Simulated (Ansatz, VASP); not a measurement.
InSb in VASP and in Ansatz

```xyz
2
Lattice="0.0000 3.3609 3.3609 3.3609 0.0000 3.3609 3.3609 3.3609 0.0000" Properties=species:S:1:pos:R:3 pbc="T T T"
In    0.0000    0.0000    0.0000
Sb    5.0414    5.0414    5.0414
```

Alike in both runs: task single point; functional PBE; k mesh 10 × 10 × 10; occupations gaussian, width 0.05 eV; no spin polarisation.

|  | VASP | Ansatz |
| --- | --- | --- |
| version | VASP 6.6.1 | Ansatz 0.2.0 |
| potentials or method | VASP PAW PBE potentials, release 64 (In_d, Sb), cutoff 520 eV | scalar-relativistic, plane waves, PAW |
| valence electrons in the cell | 18 | 28 |

|  | VASP | Ansatz | Ansatz less VASP |
| --- | --- | --- | --- |
| gap on the k mesh at the Fermi level (eV) | none | none | - |
| pressure (GPa) | -1.3 | -1.3 | +0.02 |

A gap of «none» marks a metal or a gap that the smearing closes. VASP's potentials hold 18 valence electrons a cell and Ansatz's 28, so a difference there can come from the potentials and not from the codes.

Neither program's run includes spin-orbit coupling.
